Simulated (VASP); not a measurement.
Input of a VASP 6.6.1 run:

Contents of INCAR:

```
SYSTEM = Rb
PREC = Accurate
ENCUT = 520
EDIFF = 1E-6
ISMEAR = -1
SIGMA = 0.05
LREAL = .False.
LASPH = .True.
NELM = 80
ALGO = Normal
ISIF = 2
LWAVE = .False.
LCHARG = .False.
GGA = PS
NBANDS = 10
```

Contents of KPOINTS:

```
regular mesh
0
Gamma
  8 8 8
  0 0 0
```

File POSCAR:

```
Rb
1.0
   -2.8429252871      2.8429252871      2.8429252871
    2.8429252871     -2.8429252871      2.8429252871
    2.8429252871      2.8429252871     -2.8429252871
Rb
1
Direct
    0.0000000000      0.0000000000      0.0000000000
```

Potentials or basis: VASP PAW PBE potentials, release 64 (Rb_sv).

Command:

```console
$ cat potpaw_PBE.64/Rb_sv/POTCAR > POTCAR
$ mpirun -np 1 vasp_std > vasp.out
```

Problem. What does it give for the pressure?

Solution. -0.2 GPa.

Problem. What does it give for the band gap on the k mesh?

Solution. Zero (an odd number of electrons rules out a gap without spin polarisation).

Caveat: the PAW data sets were made with another functional, which shifts forces and pressure a little.
